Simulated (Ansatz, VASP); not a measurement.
# One calculation of MnOsC4N4, two programs

```
Mn Os C N
1.0
     5.63793    0.00000    0.00000
     0.00000    5.63793    0.00000
     0.00000    0.00000    5.63793
Mn Os C N
1 1 4 4
Direct
  0.00000 0.00000 0.00000
  0.50000 0.50000 0.50000
  0.18425 0.18425 0.18425
  0.18425 0.81575 0.81575
  0.81575 0.18425 0.81575
  0.81575 0.81575 0.18425
  0.30845 0.30845 0.30845
  0.30845 0.69155 0.69155
  0.69155 0.30845 0.69155
  0.69155 0.69155 0.30845
```

Alike in both runs: functional PBE; k mesh 8 × 8 × 8; occupations gaussian, width 0.1 eV; no spin polarisation.

Ansatz relaxed the structure, and its values are those at the end. VASP's run is a single point on that final structure, the one shown.

|  | VASP | Ansatz |
| --- | --- | --- |
| version | VASP 6.6.1 | Ansatz 0.2.0 |
| potentials or method | VASP PAW PBE potentials, release 64 (Mn_pv, Os, C, N), cutoff 520 eV | scalar-relativistic, plane waves, PAW |
| valence electrons in the cell | 57 | 67 |

VASP gave:

```
gap on the k mesh at the Fermi level (eV) : none
pressure (GPa)                            : 0.6
rms of the force components (eV/Å)        : 0.059
```

Question: What did Ansatz give for the same quantities?

Answer: gap on the k mesh at the Fermi level (eV): none; pressure (GPa): 0.0; rms of the force components (eV/Å): 0.003.

A gap of «none» marks a metal or a gap that the smearing closes. With one functional, cell and mesh, what is left measures potentials, basis and numerics. VASP's potentials hold 57 valence electrons a cell and Ansatz's 67, so a difference there can come from the potentials and not from the codes.

Neither program's run includes spin-orbit coupling. Noted on VASP's run: the standard files for N, O and F lose accuracy on very short bonds.
